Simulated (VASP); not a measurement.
# Si (P1) in VASP: single point with PBE

Aim: the single point of Si with PBE.

All numbers are computed with VASP 6.6.1; they aren't measurements. Logs are shortened: lines on timing, memory, paths and dates and some standing lists are left out, and cuts for length are marked.

### Step 1. The cell of the first run

The typed cell holds 200 atoms: a = 19.246 Å, b = 19.246 Å, c = 15.397 Å, α = 60.00°, β = 60.00°, γ = 60.00°.

### Step 2. Single point, PBE

INCAR

```
SYSTEM = Si
PREC = Accurate
ENCUT = 500
EDIFF = 1E-6
ISMEAR = 0
SIGMA = 0.01
LREAL = Auto
LASPH = .TRUE.
NELM = 120
ALGO = Normal
ISIF = 2
LWAVE = .FALSE.
LCHARG = .FALSE.
GGA = PE
NBANDS = 506
GGA_COMPAT = .FALSE.
NCORE = 4
```

KPOINTS

```
Automatic mesh
0
G
  1 1 1
  0 0 0
```

POSCAR

```
Si
1.0
    0.0000000000     13.6092550000     13.6092550000
   13.6092550000      0.0000000000     13.6092550000
   10.8874040000     10.8874040000      0.0000000000
Si
200
Direct
    0.0548590000      0.0486220000      0.0635260000
    0.0003050000      0.0017360000     -0.0036430000
    0.0491380000      0.0484380000      0.3097080000
   -0.0017540000     -0.0010650000      0.2492550000
    0.0481160000      0.0508770000      0.5610780000
   -0.0066460000      0.0024750000      0.4989820000
[... 192 lines left out ...]
    0.8517500000      0.8464610000      0.8119090000
    0.7996650000      0.8003320000      0.7511730000
```

Potentials or basis: VASP PAW PBE potentials, release 64 (Si).

On the command line:

```
> cat potpaw_PBE.64/Si/POTCAR > POTCAR
> mpirun -np 4 vasp_gam > vasp.out
```

OUTCAR:

```text
SYSTEM = Si
   PREC = Accurate
   ENCUT = 500
   EDIFF = 1E-6
   ISMEAR = 0
   LREAL = Auto
   LASPH = .TRUE.
   NELM = 120
   ISIF = 2
   GGA = PE

 ion  position               nearest neighbor table
   1  0.055  0.049  0.064-  42 2.30   4 2.34  10 2.38   2 2.44
   2  0.000  0.002  0.996-   7 2.30  33 2.32 161 2.36   1 2.44
   3  0.049  0.048  0.310-   4 2.34  44 2.34  12 2.37   6 2.38
   4  0.998  0.999  0.249-  35 2.30 163 2.31   3 2.34   1 2.34
   5  0.048  0.051  0.561-  14 2.35  46 2.36   8 2.38   6 2.40
   6  0.993  0.002  0.499- 165 2.32   3 2.38  37 2.40   5 2.40
[... 192 lines left out ...]
 199  0.852  0.846  0.812- 200 2.31 194 2.32  40 2.33 168 2.39
 200  0.800  0.800  0.751- 199 2.31 191 2.33 159 2.34 197 2.38

  LATTYP: Found a base centered monoclinic cell.
 ALAT       =    29.5668699428
 B/A-ratio  =     0.6509445549
 C/A-ratio  =     0.5207556439
 COS(beta)  =    -0.3905667329

  Lattice vectors:

 A1 = ( -10.8874040000,   2.7218510000,  13.6092550000)
 A2 = (   2.7218510000, -10.8874040000,  13.6092550000)
 A3 = (  10.8874040000,  10.8874040000,   0.0000000000)

Analysis of symmetry for initial positions (statically):
=====================================================================
 Subroutine PRICEL returns:
 Original cell was already a primitive cell.

 Routine SETGRP: Setting up the symmetry group for a
 base centered monoclinic supercell.

 Subroutine GETGRP returns: Found  1 space group operations
 (whereof  1 operations were pure point group operations)
 out of a pool of  4 trial point group operations.

The static configuration has the point symmetry C_1 .

Analysis of symmetry for dynamics (positions and initial velocities):
=====================================================================
 Subroutine PRICEL returns:
 Original cell was already a primitive cell.

 Routine SETGRP: Setting up the symmetry group for a
 base centered monoclinic supercell.

 Subroutine GETGRP returns: Found  1 space group operations
 (whereof  1 operations were pure point group operations)
 out of a pool of  4 trial point group operations.

The dynamic configuration has the point symmetry C_1 .

 Subroutine INISYM returns: Found  1 space group operations
 (whereof  1 operations are pure point group operations),
 and found     1 'primitive' translations

----------------------------------------------------------------------------------------

                                     Primitive cell

  volume of cell :    4032.9519

  direct lattice vectors                    reciprocal lattice vectors
     0.000000000 13.609255000 13.609255000    -0.036739704  0.036739704  0.036739704
    13.609255000  0.000000000 13.609255000     0.036739704 -0.036739704  0.036739704
    10.887404000 10.887404000  0.000000000     0.045924630  0.045924630 -0.045924630

  length of vectors
    19.246392995 19.246392995 15.397114396     0.063635034  0.063635034  0.079543792

  position of ions in fractional coordinates (direct lattice)
     0.054859000  0.048622000  0.063526000
     0.000305000  0.001736000  0.996357000
     0.049138000  0.048438000  0.309708000
     0.998246000  0.998935000  0.249255000
     0.048116000  0.050877000  0.561078000
     0.993354000  0.002475000  0.498982000
[... 141 lines left out ...]
     0.596438000  0.600128000  0.242777000
     0.649250000  0.652802000  0.561311000
   k-points           NKPTS =      1   k-points in BZ     NKDIM =      1   number of bands    NBANDS=    506
   number of dos      NEDOS =    301   number of ions     NIONS =    200
   total plane-waves  NPLWV = ******
   dimension x,y,z NGX =   140 NGY =  140 NGZ =  112
   dimension x,y,z NGXF=   280 NGYF=  280 NGZF=  224
   ions per type =             200
   NGX,Y,Z   is equivalent  to a cutoff of  12.09, 12.09, 12.09 a.u.
   NGXF,Y,Z  is equivalent  to a cutoff of  24.19, 24.19, 24.19 a.u.
 SYSTEM =  Si
   PREC   = accura    normal or accurate (medium, high low for compatibility)
   ISTART =      0    job   : 0-new  1-cont  2-samecut
   ICHARG =      2    charge: 1-file 2-atom 10-const
   ISPIN  =      1    spin polarized calculation?
   LNONCOLLINEAR =      F non collinear calculations
   LSORBIT =      F    spin-orbit coupling
   LASPH  =      T    aspherical Exc in radial PAW
   ENCUT  =  500.0 eV  36.75 Ry    6.06 a.u.  35.09 35.09 28.07*2*pi/ulx,y,z
   NELM   =    120;   NELMIN=  2; NELMDL= -5     # of ELM steps
   EDIFF  = 0.1E-05   stopping-criterion for ELM
   LREAL  =      T    real-space projection
   EDIFFG = 0.1E-04   stopping-criterion for IOM
   NSW    =      0    number of steps for IOM
   IBRION =     -1    ionic relax: 0-MD 1-quasi-New 2-CG
   NFREE  =      0    steps in history (QN), initial steepest desc. (CG)
   ISIF   =      2    stress and relaxation
   ISYM   =      2    0-nonsym 1-usesym 2-fastsym
   POTIM  = 0.5000    time-step for ionic-motion
   TEBEG  =    0.0;   TEEND  =   0.0 temperature during run
   PSTRESS=    0.0 pullay stress
   NELECT =     800.0000    total number of electrons
   NUPDOWN=      -1.0000    fix difference up-down
   EMIN   =  10.00;   EMAX   =-10.00  energy-range for DOS
   EFERMI =   0.00;   METHOD = LEGACY
   ISMEAR =     0;   SIGMA  =   0.01  broadening in eV -4-tet -1-fermi 0-gaus
   EFERMI_NEDOS =   21; number of points for ismear=-14 and -15
   IALGO  =     38    algorithm
   IMIX   =      4    mixing-type and parameters
     AMIX     =   0.40;   BMIX     =  1.00
     AMIX_MAG =   1.60;   BMIX_MAG =  1.00
  volume/ion in A,a.u.               =      20.16       136.08
  Fermi-wavevector in a.u.,A,eV,Ry     =   0.954766  1.804247 12.402785  0.911579
  Thomas-Fermi vector in A             =   2.083543
   LORBIT       =      0    0 simple, 1 ext, 2 COOP (PROOUT), +10 PAW based schemes
   GGA     = PE    functional components
   LHFCALC =     F    Hartree Fock is set to
   AEXX    =    0.0000 exact exchange contribution
   IVDW    =     0    specifies the selected vdW correction
   LEPSILON=     F    determine dielectric tensor
   LRPA    =     F    only Hartree local field effects (RPA)
 non-spin polarized calculation
 Gauss-broadening in eV      SIGMA  =   0.01
  energy-cutoff  :      500.00
  volume of cell :     4032.95
 maximum number of plane-waves:     51132
 NGX is ok and might be reduce to   140
   NGX = 71   NGY = 71   NGZ = 57

 number of electron     800.0000000 magnetization

 Free energy of the ion-electron system (eV)
  ---------------------------------------------------
  ext. energy  EPLUGINS =         0.00000000
  ---------------------------------------------------
  free energy    TOTEN  =     -1071.14544740 eV

  energy without entropy =    -1071.14544740  energy(sigma->0) =    -1071.14544740

 E-fermi :   5.8951     XC(G=0):  -9.3729

 val. band max:        5.8214260316   @ k =   0.0000   0.0000   0.0000
 cond. band min:       6.3245997880   @ k =   0.0000   0.0000   0.0000
 fundamental gap:      0.5031737564
 Fermi energy:         5.8951325249

 k-point     1 :       0.0000    0.0000    0.0000
  band No.  band energies     occupation
      1      -6.1682      2.00000
      2      -5.6727      2.00000
      3      -5.6710      2.00000
      4      -5.6584      2.00000
      5      -5.6454      2.00000
      6      -5.5708      2.00000
[... 404 lines left out ...]
    411       7.0244      0.00000
    412       7.0393      0.00000
 [bands above 412 left out]

------------------------ aborting loop because EDIFF is reached ----------------------------------------

  FORCE on cell =-STRESS in cart. coord.  units (eV):
  Direction    XX          YY          ZZ          XY          YZ          ZX
  --------------------------------------------------------------------------------------
  -------------------------------------------------------------------------------------
  Total       53.5740173     55.3397973     28.7954692     18.1605573     11.8294981      6.7312730
  in kB       21.2834368     21.9849311     11.4396228      7.2146741      4.6995239      2.6741437
  external PRESSURE =      18.2359969 kB  Pullay stress =       0.0000000 kB

 VOLUME and BASIS-vectors are now :
 -----------------------------------------------------------------------------
  energy-cutoff  :      500.00
  volume of cell :     4032.95
      direct lattice vectors                 reciprocal lattice vectors
     0.000000000 13.609255000 13.609255000    -0.036739704  0.036739704  0.036739704
    13.609255000  0.000000000 13.609255000     0.036739704 -0.036739704  0.036739704
    10.887404000 10.887404000  0.000000000     0.045924630  0.045924630 -0.045924630

 POSITION                                       TOTAL-FORCE (eV/Angst)
 -----------------------------------------------------------------------------------
      1.35334      1.43822      1.40830        -0.071623     -1.059840     -0.495344
     10.87137     10.85189      0.02778         0.746955      0.448119      0.157955
      4.03112      4.04065      1.32794         0.490276      0.016460      0.033841
     16.30850     16.29912     27.18015         0.148254      0.102483      0.413369
      6.80108      6.76351      1.34722        -0.086962     -0.166172     -0.350178
      5.46630     18.95143     13.55249        -0.433238      0.783412      0.473671
[... 192 lines left out ...]
     20.35928     20.43126     23.11139         0.513148     -0.204905      0.599873
     19.07025     19.06117     21.77477        -0.369489     -0.460335     -0.002710
 -----------------------------------------------------------------------------------
    total drift:                               -0.030261      0.000085     -0.006784

  FREE ENERGIE OF THE ION-ELECTRON SYSTEM (eV)
  ---------------------------------------------------
  free  energy   TOTEN  =     -1071.1454474031 eV

  energy  without entropy=    -1071.1454474031  energy(sigma->0) =    -1071.14544740
```

It took 23 min on 4 MPI ranks of Intel Xeon Platinum 8259CL at 2.50GHz (Skylake/Cascade Lake), shared host; peak memory 1.1 GiB.

What came out:

* Free energy: -1071.1454 eV
* Pressure: 1.8 GPa
* Largest force: 3.611 eV/Å

Caveat: the k points lie up to 0.50 Å⁻¹ apart; forces of over 1 eV/Å act on the atoms, so gaps and moduli don't describe the material at rest.
